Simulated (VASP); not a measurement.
Set up this calculation in VASP 6.6.1, as the native input.

```
Task                   : single point
Functional             : PBE
Potentials or basis    : VASP PAW PBE potentials, release 64 (N, Ti_sv, O)
Cutoff                 : 520 eV
k mesh                 : 9 × 9 × 1
Occupations            : gaussian, width 0.1 eV
Spin                   : collinear spin, ferromagnetic start
Starting moments       : [0.0, 0.0, 0.0, 0.0, 0.0, 0.0, 2.0] μB
Dipole correction      : yes
Further INCAR settings : ALGO = Normal; EDIFF = 1e-07; NBANDS = 42
```

The structure of Ti3N3O lies in POSCAR:

```
Ti3N3O
1.0
    3.0028555065      0.0000000000      0.0000000000
   -1.5014277533      2.6005491526      0.0000000000
    0.0000000000      0.0000000000     23.0541471875
N Ti O
3 3 1
Direct
    0.3333333333      0.6666666667      0.1735045746
    0.0000000000      0.0000000000      0.2798551255
    0.6666666667      0.3333333333      0.3877458571
    0.6666666667      0.3333333333      0.2266798501
    0.3333333333      0.6666666667      0.3342486897
    0.0000000000      0.0000000000      0.4361101326
    0.0000000000      0.0000000000      0.5406466388
```

One way to write it, as run:

INCAR

```
  ALGO = Normal
  DIPOL = 0.5 0.5 0.340
  EDIFF = 1E-7
  ENCUT = 520
  GGA = PE
  IDIPOL = 3
  ISIF = 2
  ISMEAR = 0
  ISPIN = 2
  LASPH = T
  LCHARG = T
  LDIPOL = T
  LELF = T
  LMAXMIX = 4
  LORBIT = 11
  LREAL = F
  LVACPOTAV = T
  LVHAR = T
  LWAVE = F
  MAGMOM = 0 0 0 0 0 0 2
  NBANDS = 42
  NELM = 150
  PREC = Accurate
  SIGMA = 0.1
```

KPOINTS

```
k-points
0
Gamma
  9 9 1
```

Potentials or basis: VASP PAW PBE potentials, release 64 (N, Ti_sv, O).

The run is started by

```sh
$ cat potpaw_PBE.64/N/POTCAR potpaw_PBE.64/Ti_sv/POTCAR potpaw_PBE.64/O/POTCAR > POTCAR
$ mpirun -np 1 vasp_std > vasp.out
```

It gave:

| Quantity | Value |
| --- | --- |
| Largest force | 5.440 eV/Å |
| Net moment | 1.22 μB per cell |
| Site moments | N +0.02, +0.00; Ti -0.00, +0.06, -0.13; O +1.12 μB |
| Valence electrons inside the program's atomic spheres | N 3.51, 3.74, 3.75; Ti 10.30, 10.38; O 4.61 |

It took 12 min on 1 thread of Intel(R) Xeon(R) Platinum 8488C (Sapphire Rapids) (shared host), peak memory 0.46 GiB.
